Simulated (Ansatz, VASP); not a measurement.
## One calculation of Mg2ZnN2, two programs

```
Mg Zn N
1.0
    -1.57905    1.57905    6.12210
     1.57905   -1.57905    6.12210
     1.57905    1.57905   -6.12210
Mg Zn N
2 1 2
Cartesian
  0.0000 0.0000 4.0146
  0.0000 0.0000 8.2296
  0.0000 0.0000 0.0000
  0.0000 0.0000 1.8433
  0.0000 0.0000 10.4009
```

Alike in both runs: functional PBE; k mesh 12 × 12 × 12; occupations gaussian, width 0.02 eV; no spin polarisation.

Ansatz relaxed the structure, and its values are those at the end. VASP's run is a single point on that final structure, the one shown.

|  | VASP | Ansatz |
| --- | --- | --- |
| version | VASP 6.6.1 | Ansatz 0.2.0 |
| potentials or method | VASP PAW PBE potentials, release 64 (Mg_sv, Zn, N), cutoff 750 eV | scalar-relativistic, plane waves, PAW |
| valence electrons in the cell | 42 | 42 |

|  | VASP | Ansatz | Ansatz less VASP |
| --- | --- | --- | --- |
| gap on the k mesh at the Fermi level (eV) | 0.53 | 0.53 | -0.002 |
| least direct gap on the mesh (eV) | 0.60 | 0.59 | -0.003 |
| pressure (GPa) | 0.0 | 0.0 | +0.03 |
| rms of the force components (eV/Å) | 0.037 | 0.002 | -0.0349 |

The functional is the same, so the differences come from potentials, cutoffs and numerics.
